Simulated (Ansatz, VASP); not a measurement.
Given: the input of a run of Ansatz 0.2.0 on N.

Contents of input.yaml:

```yaml
crystal:
  lattice:
    - [2.5194737886, 0.0, 0.0]
    - [-1.2597368943, 2.1819283051, 0.0]
    - [0.0, 0.0, 2.446002]
  atoms:
    - { symbol: "N", position: [0.3333333333, 0.6666666667, 0.75] }
    - { symbol: "N", position: [0.6666666667, 0.3333333333, 0.25] }
kpoints:
  mp_grid: { grid: [12, 12, 11] }
scf:
  occupations: { method: gaussian, width: 0.05 }
hamiltonian:
  xc: pbe
  pseudopotentials: { kind: all_electron, lapw: { basis_error: 0.001 } }
output:
  forces: true
  stress: true
  eigenvalues: true
```

Potentials or basis: all-electron LAPW, scalar-relativistic.

Command:

```sh
$ ansatz run input.yaml --threads 1 --pin off --max-ram 3072MiB --backend cpu --events-out ev --progress --plain --runs-dir out
```

Question: Translate it to VASP 6.6.1. Potentials there: VASP PAW PBE potentials, release 64 (N).

Answer: As run (the cutoff follows the program's own potentials):

File INCAR:

```
  PREC = Accurate
  ENCUT = 520
  EDIFF = 1E-7
  ISMEAR = 0
  SIGMA = 0.05
  LREAL = F
  LASPH = T
  NELM = 60
  ALGO = Normal
  ISIF = 2
  LWAVE = F
  LCHARG = F
  GGA = PE
  NBANDS = 12
```

KPOINTS

```
regular mesh
0
Gamma
  12 12 11
```

Contents of POSCAR:

```
N
1.0
    2.5194737886      0.0000000000      0.0000000000
   -1.2597368943      2.1819283051      0.0000000000
    0.0000000000      0.0000000000      2.4460020000
N
2
Direct
    0.3333333333      0.6666666667      0.7500000000
    0.6666666667      0.3333333333      0.2500000000
```

Potentials or basis: VASP PAW PBE potentials, release 64 (N).

Launch:

```bash
$ cat potpaw_PBE.64/N/POTCAR > POTCAR
$ mpirun -np 1 vasp_std > vasp.out
```

Both were run:

|  | VASP | Ansatz | Ansatz less VASP |
| --- | --- | --- | --- |
| gap on the k mesh at the Fermi level (eV) | none | none | - |
| pressure (GPa) | 10.1 | 10.0 | -0.17 |
| traceless stress, the component that is largest in VASP (GPa) | -7.95 | -8.05 | -0.108 |

A gap of «none» marks a metal or a gap that the smearing closes. Ansatz ran all-electron here, and VASP with PAW potentials.
